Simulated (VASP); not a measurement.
Here is a VASP 6.6.1 calculation.

File INCAR:

```
SYSTEM = ScTe2
  PREC = Accurate
  ENCUT = 520
  EDIFF = 1E-6
  ISMEAR = 0
  SIGMA = 0.05
  LREAL = .False.
  LASPH = .True.
  NELM = 100
  ALGO = Normal
  ISIF = 2
  LWAVE = .False.
  LCHARG = .False.
  GGA = PE
  NBANDS = 18
```

KPOINTS

```
Automatic mesh
0
Gamma
  8 8 8
  0 0 0
```

The input POSCAR:

```
ScTe2
1.0
    0.0000000000      3.5627719815      3.5627719815
    3.5627719815      0.0000000000      3.5627719815
    3.5627719815      3.5627719815      0.0000000000
Sc Te
1 2
Direct
    0.0000000000      0.0000000000      0.0000000000
    0.2500000000      0.2500000000      0.2500000000
    0.7500000000      0.7500000000      0.7500000000
```

Potentials or basis: VASP PAW PBE potentials, release 64 (Sc_sv, Te).

Launch:

```bash
$ cat potpaw_PBE.64/Sc_sv/POTCAR potpaw_PBE.64/Te/POTCAR > POTCAR
$ mpirun -np 1 vasp_std > vasp.out
```

Problem. Estimate the band gap on the k mesh.

Solution. Zero (an odd number of electrons rules out a gap without spin polarisation).

Problem. Estimate the pressure.

Solution. 0.0 GPa.

Caveat: spin-orbit coupling is left out, which moves the levels of the heavy elements.
